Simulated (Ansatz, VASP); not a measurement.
**Si in VASP and in Ansatz**

POSCAR

```
Si
1.0
   -1.6322467100      1.6887678500      1.1666669100
    1.7308028500     -1.6932995100      1.2936920400
    1.6246017100      1.6856545100     -1.1722508300
Si
1
Direct
    0.0000000000      0.0000000000      0.0000000000
```

File INCAR.step1:

```
SYSTEM = Si
PREC = Accurate
ENCUT = 600
EDIFF = 1E-5
ISMEAR = -1
SIGMA = 0.05
LREAL = .FALSE.
LASPH = .TRUE.
NELM = 60
ALGO = Normal
LWAVE = .TRUE.
LCHARG = .FALSE.
GGA = PE
NBANDS = 8
```

File INCAR.step2:

```
SYSTEM = Si
PREC = Accurate
ENCUT = 600
EDIFF = 1E-6
ISMEAR = -1
SIGMA = 0.05
LREAL = .FALSE.
LASPH = .TRUE.
NELM = 60
ALGO = Normal
ISIF = 3
LWAVE = .FALSE.
LCHARG = .FALSE.
GGA = PE
LHFCALC = .TRUE.
AEXX = 0.25
PRECFOCK = Normal
IBRION = 2
NSW = 60
EDIFFG = -0.01
ISTART = 1
```

File KPOINTS:

```
Automatic mesh
0
G
  7 7 6
  0 0 0
```

input

```
crystal:
  lattice:
    - [-1.63224671, 1.68876785, 1.16666691]
    - [1.73080285, -1.69329951, 1.29369204]
    - [1.62460171, 1.68565451, -1.17225083]
  atoms:
    - { symbol: Si, position: [0.0, 0.0, 0.0] }
hamiltonian:
  xc: pbe0
  pseudopotentials: { kind: paw }
kpoints:
  mp_grid: { grid: [7, 7, 6] }
scf:
  occupations: { method: fermi_dirac, width: 0.05 }
output:
  forces: true
  stress: true
  eigenvalues: true
relax:
  f_tol: 0.01
  max_steps: 40
  cell: { stress_tol: 0.05 }
```

Change from the starting cell: cell sheared at random, sigma 0.06, atoms nudged by 0.01 Å.

Alike in both runs: task relaxation of cell and atoms; functional PBE0; k mesh 7 × 7 × 6; occupations fermi-dirac, width 0.05 eV; no spin polarisation.

|  | VASP | Ansatz |
| --- | --- | --- |
| version | VASP 6.6.1 | Ansatz 0.2.0 |
| potentials or method | VASP PAW PBE potentials, release 64 (Si) | Ansatz PAW |
| plane-wave cutoff (eV) | 600 | 420 |
| valence electrons in the cell | 4 | 4 |

Ansatz gave:

* gap on the k mesh at the Fermi level, each at its own relaxed structure (eV): none
* relaxed volume (Å³/atom): 14.32
* relaxed length of the cell vector where the two differ most in proportion (Å): 2.814

Which values does VASP return?

gap on the k mesh at the Fermi level, each at its own relaxed structure (eV): none; relaxed volume (Å³/atom): 14.28; relaxed length of the cell vector where the two differ most in proportion (Å): 2.801.

A gap of «none» marks a metal or a gap that the smearing closes.

The k mesh is coarse, so the values compare programs but aren't converged. Noted on Ansatz's run: the plane-wave basis is chosen anew once the cell has moved, so the energies of steps on either side of that aren't comparable.
